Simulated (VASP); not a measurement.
Here is a VASP 6.6.1 calculation.

Contents of INCAR:

```
SYSTEM = Mg
PREC = Accurate
ENCUT = 520
EDIFF = 1E-6
ISMEAR = -1
SIGMA = 0.1
LREAL = .False.
LASPH = .True.
NELM = 80
ALGO = Normal
ISIF = 2
LWAVE = .False.
LCHARG = .False.
GGA = RE
NBANDS = 7
```

File KPOINTS:

```
Automatic mesh
0
Gamma
  14 14 14
  0 0 0
```

File POSCAR:

```
Mg
1.0
   -1.8056528772      1.8056528772      1.8056528772
    1.8056528772     -1.8056528772      1.8056528772
    1.8056528772      1.8056528772     -1.8056528772
Mg
1
Direct
    0.0000000000      0.0000000000      0.0000000000
```

Potentials or basis: VASP PAW PBE potentials, release 64 (Mg).

Command:

```bash
$ cat potpaw_PBE.64/Mg/POTCAR > POTCAR
$ mpirun -np 1 vasp_std > vasp.out
```

**Question.** Predict the pressure.

**Answer.** -0.2 GPa.

**Question.** What does it give for the band gap on the k mesh?

**Answer.** Zero (band 1 reaches 6.40 eV, above the bottom of band 2 at 1.71 eV).

Caveat: the PAW data sets were made with another functional, which shifts forces and pressure a little.
